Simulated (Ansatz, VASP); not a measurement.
# Two plane-wave programs on LiCl

File INCAR:

```
SYSTEM = LiCl
PREC     = Accurate       ! precision mode
ENCUT    = 520            ! plane-wave cutoff, eV
EDIFF    = 1E-6           ! SCF threshold, eV
ISMEAR   = 0              ! smearing method
SIGMA    = 0.05           ! smearing width, eV
LREAL    = .FALSE.        ! projectors in reciprocal space
LASPH    = .TRUE.         ! aspherical terms in the spheres
NELM     = 80             ! most SCF steps
ALGO     = Normal         ! electronic algorithm
ISIF     = 2              ! what is computed and relaxed
LWAVE    = .FALSE.        ! write WAVECAR
LCHARG   = .FALSE.        ! write CHGCAR
GGA      = PE             ! functional
NBANDS   = 12             ! bands
```

Contents of KPOINTS:

```
Automatic mesh
0
G
  8 8 8
  0 0 0
```

File POSCAR:

```
LiCl
1.0
    0.0000000000      2.6929980000      2.6929980000
    2.6929980000      0.0000000000      2.6929980000
    2.6929980000      2.6929980000      0.0000000000
Li Cl
1 1
Direct
    0.0000000000      0.0000000000      0.0000000000
    0.5000000000      0.5000000000      0.5000000000
```

Input for Ansatz:

```yaml
crystal:
  lattice:
    - [0.0, 2.692998, 2.692998]
    - [2.692998, 0.0, 2.692998]
    - [2.692998, 2.692998, 0.0]
  atoms:
    - { symbol: Li, position: [0.0, 0.0, 0.0] }
    - { symbol: Cl, position: [0.5, 0.5, 0.5] }
basis:
  ecutwfc: 420
kpoints:
  mp_grid: { grid: [8, 8, 8] }
hamiltonian:
  xc: pbe
scf:
  occupations: { method: gaussian, width: 0.05 }
output:
  forces: true
  stress: true
  eigenvalues: true
```

Change from the starting cell: strain +0.050 along x and y, +0.050 along z, atoms carried along.

Alike in both runs: task single point; functional PBE; k mesh 8 × 8 × 8; occupations gaussian, width 0.05 eV; no spin polarisation.

```csv
,VASP,Ansatz
version,VASP 6.6.1,Ansatz 0.2.0
potentials or method,"VASP PAW PBE potentials, release 64 (Li_sv, Cl), cutoff 520 eV","scalar-relativistic, plane waves, PAW"
valence electrons in the cell,10,10
```

```tsv
	VASP	Ansatz	Ansatz less VASP
gap on the k mesh at the Fermi level (eV)	5.59	5.58	-0.010
least direct gap on the mesh (eV)	5.59	5.58	-0.010
```

Noted on VASP's run: the cutoff is under 1.25 times that of the potentials, so the pressure is a little rough.
